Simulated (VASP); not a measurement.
# Bi2Te3 (R-3m) in VASP: a series of runs, part 2 of 3

VASP 6.6.1. Earlier steps stand in the parts before.

**3. Relaxation of cell and atoms, PBEsol**

This run uses another cell than the first one, of 33.87 Å³/atom.

File INCAR:

```
  PREC = Accurate
  ENCUT = 600
  EDIFF = 1E-6
  ISMEAR = 0
  SIGMA = 0.03
  LREAL = F
  LASPH = T
  NELM = 80
  ALGO = Normal
  ISIF = 3
  LWAVE = F
  LCHARG = F
  GGA = PS
  IBRION = 2
  NSW = 90
  EDIFFG = -0.01
  KPAR = 2
```

File KPOINTS:

```
regular mesh
0
Gamma
  7 7 7
```

File POSCAR:

```
Bi2Te3
1.0
    2.1930000000      1.2661291403     10.1656666667
   -2.1930000000      1.2661291403     10.1656666667
    0.0000000000     -2.5322582807     10.1656666667
Bi Te
2 3
Direct
    0.4000000000      0.4000000000      0.4000000000
    0.6000000000      0.6000000000      0.6000000000
    0.0000000000      0.0000000000      0.0000000000
    0.2095000000      0.2095000000      0.2095000000
    0.7905000000      0.7905000000      0.7905000000
```

Potentials or basis: VASP PAW PBE potentials, release 64 (Bi_d, Te).

On the command line:

```bash
> cat potpaw_PBE.64/Bi_d/POTCAR potpaw_PBE.64/Te/POTCAR > POTCAR
> mpirun -np 2 vasp_std > vasp.out
```

OUTCAR:

```text
PREC = Accurate
   ENCUT = 600
   EDIFF = 1E-6
   ISMEAR = 0
   LREAL = F
   LASPH = T
   NELM = 80
   ISIF = 3
   GGA = PS
   IBRION = 2
   NSW = 90
   EDIFFG = -0.01

 ion  position               nearest neighbor table
   1  0.400  0.400  0.400-   5 3.07   5 3.07   5 3.07   3 3.25   3 3.25   3 3.25
   2  0.600  0.600  0.600-   4 3.07   4 3.07   4 3.07   3 3.25   3 3.25   3 3.25
   3  0.000  0.000  0.000-   2 3.25   1 3.25   2 3.25   2 3.25   1 3.25   1 3.25
   4  0.209  0.209  0.209-   2 3.07   2 3.07   2 3.07   5 3.64   5 3.64   5 3.64
   5  0.791  0.791  0.791-   1 3.07   1 3.07   1 3.07   4 3.64   4 3.64   4 3.64

  LATTYP: Found a trigonal (rhomboedric) cell.
 ALAT       =    10.4763118882
 COS(alpha) =     0.9123624111

  Lattice vectors:

 A1 = (   2.1930000000,   1.2661291403,  10.1656666667)
 A2 = (  -2.1930000000,   1.2661291403,  10.1656666667)
[... 339 lines left out ...]
 number of electron      47.9999998 magnetization

 Free energy of the ion-electron system (eV)
  ---------------------------------------------------
  ext. energy  EPLUGINS =         0.00000000
  ---------------------------------------------------
  free energy    TOTEN  =       -20.29738325 eV

  energy without entropy =      -20.29738325  energy(sigma->0) =      -20.29738325

 E-fermi :   6.2779     XC(G=0):  -9.5328

 val. band max:        6.1785998684   @ k =   0.0000   0.0000   0.0000
 cond. band min:       6.3771221643   @ k =   0.0000   0.0000   0.0000
 fundamental gap:      0.1985222959
 Fermi energy:         6.2778685500

 k-point     1 :       0.0000    0.0000    0.0000
  band No.  band energies     occupation
      1     -16.9370      2.00000
      2     -16.9370      2.00000
      3     -16.9354      2.00000
      4     -16.9354      2.00000
      5     -16.9272      2.00000
      6     -16.9257      2.00000
[... 733 lines left out ...]
     27       8.0192      0.00000
     28       8.4952      0.00000

 [... further k-points ...]
[... 5 lines left out ...]
  --------------------------------------------------------------------------------------
  -------------------------------------------------------------------------------------
  Total        0.0030179      0.0030179      0.0048325      0.0000000     -0.0000000      0.0000000
  in kB        0.0288245      0.0288245      0.0461560      0.0000000     -0.0000000      0.0000000
  external PRESSURE =       0.0346016 kB  Pullay stress =       0.0000000 kB
[... 20 lines left out ...]
  FREE ENERGIE OF THE ION-ELECTRON SYSTEM (eV)
  ---------------------------------------------------
  free  energy   TOTEN  =       -20.2973832485 eV

  energy  without entropy=      -20.2973832468  energy(sigma->0) =      -20.29738325

 reached required accuracy - stopping structural energy minimisation
```

OSZICAR:

```text
N       E                     dE             d eps       ncg     rms          rms(c)
DAV:   1     0.457756923983E+03    0.45776E+03   -0.23645E+04  2464   0.184E+03
[... 40 lines left out ...]
       N       E                     dE             d eps       ncg     rms          rms(c)
DAV:   1    -0.202991785095E+02   -0.19744E-02   -0.11927E-01  2528   0.216E+00    0.241E-01
DAV:   2    -0.202980391951E+02    0.11393E-02   -0.54222E-03  3100   0.708E-01    0.147E-01
DAV:   3    -0.202974832475E+02    0.55595E-03   -0.87390E-04  3120   0.261E-01    0.629E-02
DAV:   4    -0.202973819851E+02    0.10126E-03   -0.26422E-04  3480   0.172E-01    0.213E-02
DAV:   5    -0.202973836433E+02   -0.16582E-05   -0.62019E-05  2764   0.671E-02    0.987E-03
DAV:   6    -0.202973832485E+02    0.39479E-06   -0.37207E-06  2344   0.185E-02
   5 F= -.20297383E+02 E0= -.20297383E+02  d E =-.392687E-03
```

Run time: 26 min. Hardware: 2 MPI ranks of Intel Xeon Platinum 8559C (Emerald Rapids), shared host; peak memory 1.2 GiB.

What came out:

| Property | Result |
| --- | --- |
| Free energy | -20.2974 eV |
| Relaxed volume | 33.55 Å³/atom |
| Relaxed cell | a = 10.396 Å, b = 10.396 Å, c = 10.396 Å, α = 24.34°, β = 24.34°, γ = 24.34° |
| Space group after relaxing (to 0.1 Å) | R-3m (No. 166) |
| Energy gained by relaxing | 0.8 meV/atom |
| Ionic steps | 5 |
| Pressure after relaxing | 0.0 GPa |
| Band gap on the k mesh | 0.20 eV |

Forces in eV/Å, atoms in the order of the input:
```
Bi   0.000  0.000 -0.003
Bi   0.000  0.000  0.003
Te   0.000  0.000  0.000
Te   0.000  0.000  0.001
Te   0.000  0.000 -0.001
```

The path:
| step | energy change (eV) | largest force (eV/Å) | pressure (GPa) | volume (Å³) |
| --- | --- | --- | --- | --- |
| 1 | 0.0000 | 0.0965 | -0.56 | 169.36 |
| 2 | -0.0020 | 0.0535 | 0.43 | 166.46 |
| 3 | -0.0036 | 0.0134 | 0.02 | 167.61 |
| 4 | -0.0038 | 0.0104 | 0.02 | 167.65 |
| 5 | -0.0040 | 0.0028 | 0.00 | 167.75 |

Final structure:
```xyz
5
Lattice="2.1914 1.2652 10.0839 -2.1914 1.2652 10.0839 0.0000 -2.5304 10.0839" Properties=species:S:1:pos:R:3 pbc="T T T"
Bi    0.0000    0.0000   12.0999
Bi    0.0000    0.0000   18.1517
Te    0.0000    0.0000    0.0000
Te    0.0000    0.0000    6.3418
Te    0.0000    0.0000   23.9097
```

Levels at points of the mesh, in eV from the valence-band top:
```
           k point  band 20  band 21  band 22  band 23  band 24  band 25  band 26  band 27  band 28
(0.00, 0.00, 0.00)    -1.75    -1.75    -0.89    -0.89     0.00     0.20     0.61     0.61     1.91
```

Caveat: the PAW data sets were made with another functional, which shifts forces and pressure a little; spin-orbit coupling is left out, which moves the levels of the heavy elements; an odd mesh through Γ misses points on the zone boundary, where band edges can lie.

**4. Relaxation of cell and atoms, PBEsol**

This run uses another cell than the first one, of 33.55 Å³/atom.

Changes to INCAR since step 3:

```diff
@@ -2,3 +2,3 @@
   ENCUT = 600
-  EDIFF = 1E-6
+  EDIFF = 1E-7
   ISMEAR = 0
@@ -15,3 +15,3 @@
   NSW = 90
-  EDIFFG = -0.01
+  EDIFFG = -0.005
   KPAR = 2
```

KPOINTS is that of step 3.

File POSCAR:

```
Bi2Te3                                  
1.0
    2.1913939420      1.2652018823     10.0838518317
   -2.1913939420      1.2652018823     10.0838518317
    0.0000000000     -2.5304037647     10.0838518317
  Bi              Te            
     2     3
Direct
     0.3999745827345502    0.3999745827345502    0.3999745827345502
     0.6000254172654499    0.6000254172654499    0.6000254172654499
     0.0000000000000000    0.0000000000000000    0.0000000000000000
     0.2096369416903477    0.2096369416903477    0.2096369416903477
     0.7903630583096523    0.7903630583096523    0.7903630583096523
```

On the command line:

```bash
> cat potpaw_PBE.64/Bi_d/POTCAR potpaw_PBE.64/Te/POTCAR > POTCAR
> mpirun -np 2 vasp_std > vasp.out
```

Wall time 9 min (2 MPI ranks of Intel Xeon Platinum 8559C (Emerald Rapids), shared host); peak memory 1.2 GiB.

The run converged. Its results:

```
Free energy                  : -20.2973 eV
Pressure after relaxing      : 0.0 GPa
Largest force after relaxing : 0.003 eV/Å
Band gap on the k mesh       : 0.20 eV
```

Forces in eV/Å, atoms in the order of the input:
```
Bi   0.000  0.000 -0.003
Bi   0.000  0.000  0.003
Te   0.000  0.000  0.000
Te   0.000  0.000  0.001
Te   0.000  0.000 -0.001
```

Final structure:
```yaml
crystal:
  lattice:
    - [2.19139, 1.26520, 10.08385]
    - [-2.19139, 1.26520, 10.08385]
    - [0.00000, -2.53040, 10.08385]
  atoms:
    - { symbol: Bi, position: [0.39997, 0.39997, 0.39997] }
    - { symbol: Bi, position: [0.60003, 0.60003, 0.60003] }
    - { symbol: Te, position: [0.00000, 0.00000, 0.00000] }
    - { symbol: Te, position: [0.20964, 0.20964, 0.20964] }
    - { symbol: Te, position: [0.79036, 0.79036, 0.79036] }
```

Levels at points of the mesh, in eV from the valence-band top:
```
           k point  band 21  band 22  band 23  band 24  band 25  band 26  band 27  band 28
(0.00, 0.00, 0.00)    -1.75    -0.89    -0.89     0.00     0.20     0.61     0.61     1.91
```

Caveat: the relaxation stopped at its first step, so nothing moved; the PAW data sets were made with another functional, which shifts forces and pressure a little; spin-orbit coupling is left out, which moves the levels of the heavy elements; an odd mesh through Γ misses points on the zone boundary, where band edges can lie.

**5. Relaxation of cell and atoms, PBE**

This run uses another cell than the first one, of 33.87 Å³/atom.

File INCAR:

```
SYSTEM = Bi2Te3
PREC = Accurate ; ENCUT = 600
EDIFF = 1E-6 ; ISMEAR = 0
SIGMA = 0.03 ; LREAL = .False.
LASPH = .True. ; NELM = 80
ALGO = Normal ; ISIF = 3
LWAVE = .False. ; LCHARG = .False.
GGA = PE ; IBRION = 2
NSW = 90 ; EDIFFG = -0.01
KPAR = 2
```

File KPOINTS:

```
Automatic mesh
0
Gamma
  7 7 7
  0 0 0
```

File POSCAR:

```
Bi2Te3
1.0
    2.1930000000      1.2661291403     10.1656666667
   -2.1930000000      1.2661291403     10.1656666667
    0.0000000000     -2.5322582807     10.1656666667
Bi Te
2 3
Direct
    0.4000000000      0.4000000000      0.4000000000
    0.6000000000      0.6000000000      0.6000000000
    0.0000000000      0.0000000000      0.0000000000
    0.2095000000      0.2095000000      0.2095000000
    0.7905000000      0.7905000000      0.7905000000
```

Potentials or basis: VASP PAW PBE potentials, release 64 (Bi_d, Te).

On the command line:

```bash
> cat potpaw_PBE.64/Bi_d/POTCAR potpaw_PBE.64/Te/POTCAR > POTCAR
> mpirun -np 2 vasp_std > vasp.out
```

OUTCAR:

```text
SYSTEM = Bi2Te3
   PREC = Accurate
   ENCUT = 600
   EDIFF = 1E-6
   ISMEAR = 0
   LREAL = .False.
   LASPH = .True.
   NELM = 80
   ISIF = 3
   GGA = PE
   IBRION = 2
   NSW = 90
   EDIFFG = -0.01

 ion  position               nearest neighbor table
   1  0.400  0.400  0.400-   5 3.07   5 3.07   5 3.07   3 3.25   3 3.25   3 3.25
   2  0.600  0.600  0.600-   4 3.07   4 3.07   4 3.07   3 3.25   3 3.25   3 3.25
   3  0.000  0.000  0.000-   2 3.25   1 3.25   2 3.25   2 3.25   1 3.25   1 3.25
   4  0.209  0.209  0.209-   2 3.07   2 3.07   2 3.07   5 3.64   5 3.64   5 3.64
   5  0.791  0.791  0.791-   1 3.07   1 3.07   1 3.07   4 3.64   4 3.64   4 3.64

  LATTYP: Found a trigonal (rhomboedric) cell.
 ALAT       =    10.4763118882
 COS(alpha) =     0.9123624111

  Lattice vectors:

 A1 = (   2.1930000000,   1.2661291403,  10.1656666667)
 A2 = (  -2.1930000000,   1.2661291403,  10.1656666667)
 A3 = (   0.0000000000,  -2.5322582807,  10.1656666667)

Analysis of symmetry for initial positions (statically):
=====================================================================
 Subroutine PRICEL returns:
 Original cell was already a primitive cell.

 Routine SETGRP: Setting up the symmetry group for a
 trigonal (rhombohedral) supercell.

 Subroutine GETGRP returns: Found 12 space group operations
 (whereof 12 operations were pure point group operations)
 out of a pool of 12 trial point group operations.

The static configuration has the point symmetry D_3d.

Analysis of symmetry for dynamics (positions and initial velocities):
=====================================================================
 Subroutine PRICEL returns:
 Original cell was already a primitive cell.

 Routine SETGRP: Setting up the symmetry group for a
 trigonal (rhombohedral) supercell.

 Subroutine GETGRP returns: Found 12 space group operations
[... 143 lines left out ...]
  energy-cutoff  :      600.00
  volume of cell :      169.36
 maximum number of plane-waves:      5672
   NGX = 41   NGY = 41   NGZ = 41

--------------------------------------- Ionic step        1  -------------------------------------------

 number of electron      48.0000002 magnetization

 Free energy of the ion-electron system (eV)
  ---------------------------------------------------
  ext. energy  EPLUGINS =         0.00000000
  ---------------------------------------------------
  free energy    TOTEN  =       -18.33583093 eV

  energy without entropy =      -18.33583093  energy(sigma->0) =      -18.33583093

------------------------ aborting loop because EDIFF is reached ----------------------------------------

  FORCE on cell =-STRESS in cart. coord.  units (eV):
  Direction    XX          YY          ZZ          XY          YZ          ZX
  --------------------------------------------------------------------------------------
  -------------------------------------------------------------------------------------
  Total        2.0825607      2.0825607      1.8810457      0.0000000     -0.0000000      0.0000000
  in kB       19.7017366     19.7017366     17.7953354      0.0000000     -0.0000000      0.0000000
  external PRESSURE =      19.0662696 kB  Pullay stress =       0.0000000 kB
[... 98 lines left out ...]
  FREE ENERGIE OF THE ION-ELECTRON SYSTEM (eV)
  ---------------------------------------------------
  free  energy   TOTEN  =       -18.3734607198 eV

  energy  without entropy=      -18.3734607198  energy(sigma->0) =      -18.37346072

[... ionic steps 4 to 12 ...]

--------------------------------------- Ionic step       13  -------------------------------------------

 number of electron      47.9999996 magnetization

------------------------ aborting loop because EDIFF is reached ----------------------------------------
[... 73 lines left out ...]
--------------------------------------- Ionic step       15  -------------------------------------------

 number of electron      47.9999996 magnetization

 Free energy of the ion-electron system (eV)
  ---------------------------------------------------
  ext. energy  EPLUGINS =         0.00000000
  ---------------------------------------------------
  free energy    TOTEN  =       -18.39861889 eV

  energy without entropy =      -18.39861889  energy(sigma->0) =      -18.39861889

 E-fermi :   5.3663     XC(G=0):  -8.9794

 val. band max:        5.1847616051   @ k =   0.0000   0.0000   0.0000
 cond. band min:       5.6404485663   @ k =   0.0000   0.0000   0.0000
 fundamental gap:      0.4556869612
 Fermi energy:         5.3662564860

 k-point     1 :       0.0000    0.0000    0.0000
  band No.  band energies     occupation
      1     -17.7992      2.00000
      2     -17.7992      2.00000
      3     -17.7981      2.00000
      4     -17.7981      2.00000
      5     -17.7940      2.00000
      6     -17.7929      2.00000
[... 733 lines left out ...]
     27       7.1550      0.00000
     28       7.6008      0.00000

 [... further k-points ...]
[... 5 lines left out ...]
  --------------------------------------------------------------------------------------
  -------------------------------------------------------------------------------------
  Total       -0.0244913     -0.0244913     -0.0174051      0.0000000      0.0000000      0.0000000
  in kB       -0.2160719     -0.2160719     -0.1535551      0.0000000      0.0000000      0.0000000
  external PRESSURE =      -0.1952330 kB  Pullay stress =       0.0000000 kB
[... 20 lines left out ...]
  FREE ENERGIE OF THE ION-ELECTRON SYSTEM (eV)
  ---------------------------------------------------
  free  energy   TOTEN  =       -18.3986188875 eV

  energy  without entropy=      -18.3986188875  energy(sigma->0) =      -18.39861889

 reached required accuracy - stopping structural energy minimisation
```

OSZICAR:

```text
N       E                     dE             d eps       ncg     rms          rms(c)
DAV:   1     0.460243636512E+03    0.46024E+03   -0.23675E+04  2464   0.184E+03
DAV:   2     0.338181361310E+02   -0.42643E+03   -0.41621E+03  2572   0.435E+02
DAV:   3    -0.161180485356E+02   -0.49936E+02   -0.47850E+02  3148   0.157E+02
DAV:   4    -0.184826060730E+02   -0.23646E+01   -0.23319E+01  2832   0.332E+01
[... 135 lines left out ...]
DAV:   2    -0.183987604731E+02    0.34523E-03   -0.11640E-03  2752   0.373E-01    0.651E-02
DAV:   3    -0.183986308131E+02    0.12966E-03   -0.25170E-04  3056   0.175E-01    0.305E-02
DAV:   4    -0.183986177206E+02    0.13093E-04   -0.53751E-05  3284   0.716E-02    0.849E-03
DAV:   5    -0.183986184750E+02   -0.75445E-06   -0.11443E-05  2664   0.287E-02    0.522E-03
DAV:   6    -0.183986188875E+02   -0.41247E-06   -0.94275E-07  1272   0.825E-03
  15 F= -.18398619E+02 E0= -.18398619E+02  d E =-.148141E-02
```

CONTCAR:

```text
Bi2Te3
   1.00000000000000
     2.2251488847134091    1.2846903075415714   10.5880270636100171
    -2.2251488847134091    1.2846903075415714   10.5880270636100171
     0.0000000000000000   -2.5693806151887899   10.5880270636105411
  Bi              Te
     2     3
Direct
     0.3979722740580187    0.3979722740580187    0.3979722740580185
     0.6020277259419816    0.6020277259419816    0.6020277259419816
     0.0000000000000000    0.0000000000000000    0.0000000000000000
     0.2144917540863241    0.2144917540863241    0.2144917540863238
     0.7855082459136759    0.7855082459136759    0.7855082459136763

  0.00000000E+00  0.00000000E+00  0.00000000E+00
  0.00000000E+00  0.00000000E+00  0.00000000E+00
  0.00000000E+00  0.00000000E+00  0.00000000E+00
  0.00000000E+00  0.00000000E+00  0.00000000E+00
  0.00000000E+00  0.00000000E+00  0.00000000E+00
```

Run time: 56 min. Hardware: 2 MPI ranks of Intel Xeon 6975P-C (Granite Rapids), shared host; peak memory 1.2 GiB.

What came out:

```yaml
Free_energy: -18.3986 eV
Relaxed_volume: 36.32 Å³/atom
Relaxed_cell: a = 10.895 Å, b = 10.895 Å, c = 10.895 Å, α = 23.57°, β = 23.57°, γ = 23.57°
Space_group_after_relaxing_to_0.1_Å: R-3m (No. 166)
Energy_gained_by_relaxing: 12.6 meV/atom
Ionic_steps: 15
Pressure_after_relaxing: 0.0 GPa
Largest_force_after_relaxing: 0.008 eV/Å
Band_gap_on_the_k_mesh: 0.46 eV
```

Forces on the atoms (eV/Å):
```
Bi   0.000  0.000 -0.008
Bi   0.000  0.000  0.008
Te   0.000  0.000  0.000
Te   0.000  0.000  0.002
Te   0.000  0.000 -0.002
```

The path:
```csv
step,energy change (eV),largest force (eV/Å),pressure (GPa),volume (Å³)
1,0.0000,0.0289,1.91,169.36
2,-0.0278,0.3484,-0.90,179.43
3,-0.0376,0.2441,-0.01,175.89
4,-0.0432,0.1749,-0.01,176.39
5,-0.0469,0.1011,0.02,177.19
6,-0.0487,0.0892,0.02,177.44
7,-0.0533,0.0562,-0.06,178.18
8,-0.0587,0.0532,-0.12,179.68
9,-0.0574,0.1575,-0.19,182.68
10,-0.0599,0.0811,-0.16,181.01
11,-0.0613,0.0442,0.11,180.46
12,-0.0613,0.0401,0.13,180.41
13,-0.0623,0.0183,0.07,180.95
14,-0.0628,0.0145,-0.03,181.75
15,-0.0628,0.0082,-0.02,181.60
```

Final structure:
```cif
data_structure
_symmetry_space_group_name_H-M 'P 1'
_symmetry_Int_Tables_number 1
_cell_length_a 10.8953
_cell_length_b 10.8953
_cell_length_c 10.8953
_cell_angle_alpha 23.569
_cell_angle_beta 23.569
_cell_angle_gamma 23.569
_cell_volume 181.60
loop_
_atom_site_label
_atom_site_type_symbol
_atom_site_fract_x
_atom_site_fract_y
_atom_site_fract_z
_atom_site_occupancy
Bi1 Bi 0.39797 0.39797 0.39797 1
Bi2 Bi 0.60203 0.60203 0.60203 1
Te1 Te 0.00000 0.00000 0.00000 1
Te2 Te 0.21449 0.21449 0.21449 1
Te3 Te 0.78551 0.78551 0.78551 1
```

Caveat: spin-orbit coupling is left out, which moves the levels of the heavy elements; an odd mesh through Γ misses points on the zone boundary, where band edges can lie.

(Continued in part 3 of 3.)
